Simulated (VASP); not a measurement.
Wanted: the native input for a VASP 6.6.1 run.

| Property | Result |
| --- | --- |
| Task | single point |
| Functional | PBE |
| Potentials or basis | VASP PAW PBE potentials, release 64 (Ta_pv, N) |
| Cutoff | 520 eV |
| k mesh | 18 × 18 × 10 |
| Occupations | gaussian, width 0.15 eV |
| Spin | no spin polarisation |
| Dipole correction | no |
| Further INCAR settings | ALGO = Normal; EDIFF = 1e-07; NBANDS = 20 |

The structure of Ta2N lies in POSCAR:

```
Ta2N
1.0
    3.0236115542      0.0000000000      0.0000000000
   -1.5118057771      2.6185244171      0.0000000000
    0.0000000000      0.0000000000      4.7598428107
Ta N
2 1
Direct
    0.6666666667      0.3333333333      0.7449050322
    0.3333333333      0.6666666667      0.2550949678
    0.0000000000      0.0000000000      0.0000000000
```

This cell differs from its parent crystal: strain -0.025 along x and y, -0.025 along z.

These files were run (other wordings do the same):

INCAR

```
PREC     = Accurate       # precision mode
ENCUT    = 520            # plane-wave cutoff, eV
EDIFF    = 1E-7           # SCF threshold, eV
ISMEAR   = 0              # smearing method
SIGMA    = 0.15           # smearing width, eV
LREAL    = F              # projectors in reciprocal space
LASPH    = T              # aspherical terms in the spheres
NELM     = 100            # most SCF steps
ALGO     = Normal         # electronic algorithm
ISIF     = 2              # what is computed and relaxed
LWAVE    = F              # write WAVECAR
LCHARG   = F              # write CHGCAR
GGA      = PE             # functional
NBANDS   = 20             # bands
```

KPOINTS

```
regular mesh
0
Gamma
  18 18 10
```

Potentials or basis: VASP PAW PBE potentials, release 64 (Ta_pv, N).

Run with:

```bash
$ cat potpaw_PBE.64/Ta_pv/POTCAR potpaw_PBE.64/N/POTCAR > POTCAR
$ mpirun -np 1 vasp_std > vasp.out
```

It gave:

```json
{
 "Pressure": "25.9 GPa",
 "Largest force": "0.541 eV/Å",
 "Band gap on the k mesh": "zero (an odd number of electrons rules out a gap without spin polarisation)"
}
```

Caveat: the cell differs from its parent crystal (strain -0.025 along x and y, -0.025 along z); the cell stands under pressure; spin-orbit coupling is left out, which moves the levels of the heavy elements.

It took 120 s on 1 thread of Intel(R) Xeon(R) Platinum 8488C (Sapphire Rapids) (shared host), peak memory 0.33 GiB.
